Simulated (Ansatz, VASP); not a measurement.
CdTe in VASP and in Ansatz

```
Cd Te
1.0
     0.00000    3.30869    3.30869
     3.30869    0.00000    3.30869
     3.30869    3.30869    0.00000
Cd Te
1 1
Cartesian
  0.0000 0.0000 0.0000
  1.6543 1.6543 1.6543
```

Alike in both runs: task single point; functional PBE; k mesh 10 × 10 × 10; occupations gaussian, width 0.02 eV; non-collinear spin, spin-orbit coupling.

|  | VASP | Ansatz |
| --- | --- | --- |
| version | VASP 6.6.1 | Ansatz 0.2.0 |
| potentials or method | VASP PAW PBE potentials, release 64 (Cd, Te), cutoff 520 eV | plane waves, PAW |
| valence electrons in the cell | 18 | 36 |

|  | VASP | Ansatz | Ansatz less VASP |
| --- | --- | --- | --- |
| pressure (GPa) | 0.2 | 0.0 | -0.13 |
| net moment per atom (μB) | 0.00 | 0.00 | 0.000 |

With one functional, cell and mesh, what is left measures potentials, basis and numerics. VASP's potentials hold 18 valence electrons a cell and Ansatz's 36, so a difference there can come from the potentials and not from the codes.
